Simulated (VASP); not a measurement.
Write the native input for VASP 6.6.1 that does the following.

| Item | Value |
| --- | --- |
| Task | single point |
| Functional | PBE |
| Potentials or basis | VASP PAW PBE potentials, release 64 (N, La, As) |
| Cutoff | 600 eV |
| k mesh | 6 × 6 × 4 |
| Occupations | fermi-dirac, width 0.02 eV |
| Spin | no spin polarisation |
| Dipole correction | no |
| Further INCAR settings | ALGO = Normal; EDIFF = 1e-06; NBANDS = 24 |

The structure of La2AsN lies in POSCAR:

```
La2AsN
1.0
    4.1150616216      0.0000000000      0.0000000000
    0.0000000000      4.1150616216      0.0000000000
    0.0000000000      0.0000000000      5.8424138220
N La As
1 2 1
Direct
    0.0000000000      0.0000000000      0.0000000000
    0.0000000000      0.0000000000      0.5000000000
    0.5000000000      0.5000000000      0.0000000000
    0.5000000000      0.5000000000      0.5000000000
```

These files were run (other wordings do the same):

INCAR

```
SYSTEM = La2AsN
  PREC = Accurate
  ENCUT = 600
  EDIFF = 1E-6
  ISMEAR = -1
  SIGMA = 0.02
  LREAL = .FALSE.
  LASPH = .TRUE.
  NELM = 200
  ALGO = Normal
  ISIF = 2
  LWAVE = .FALSE.
  LCHARG = .FALSE.
  GGA = PE
  NBANDS = 24
  GGA_COMPAT = .FALSE.
  LMAXMIX = 6
```

KPOINTS

```
regular mesh
0
G
  6 6 4
  0 0 0
```

Potentials or basis: VASP PAW PBE potentials, release 64 (N, La, As).

Run with:

```sh
$ cat potpaw_PBE.64/N/POTCAR potpaw_PBE.64/La/POTCAR potpaw_PBE.64/As/POTCAR > POTCAR
$ mpirun -np 1 vasp_std > vasp.out
```

It gave:

```yaml
Pressure: -0.1 GPa
Band_gap_on_the_k_mesh: zero (bands 16 and 17 overlap by 0.05 eV)
```

Caveat: spin-orbit coupling is left out, which moves the levels of the heavy elements.

Run time: 57 s on 1 thread of Intel(R) Xeon(R) 6975P-C (Granite Rapids) (shared host), peak memory 0.31 GiB.
